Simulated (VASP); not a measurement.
Here is a VASP 6.6.1 calculation.

The input INCAR:

```
PREC = Accurate
ENCUT = 520
EDIFF = 1E-6
ISMEAR = -1
SIGMA = 0.05
LREAL = False
LASPH = True
NELM = 100
ALGO = Normal
ISIF = 2
LWAVE = False
LCHARG = False
GGA = PS
NBANDS = 12
```

KPOINTS

```
Automatic mesh
0
Gamma
  14 14 14
```

File POSCAR:

```
Cu
1.0
   -1.4679997081      1.4679997081      1.4001221979
    1.4679997081     -1.4679997081      1.4001221979
    1.4679997081      1.4679997081     -1.4001221979
Cu
1
Direct
    0.0000000000      0.0000000000      0.0000000000
```

Potentials or basis: VASP PAW PBE potentials, release 64 (Cu).

The run is started by

```sh
$ cat potpaw_PBE.64/Cu/POTCAR > POTCAR
$ mpirun -np 1 vasp_std > vasp.out
```

(1) Predict the pressure.

Results:

(1) -7.9 GPa.

Caveat: the PAW data sets were made with another functional, which shifts forces and pressure a little.
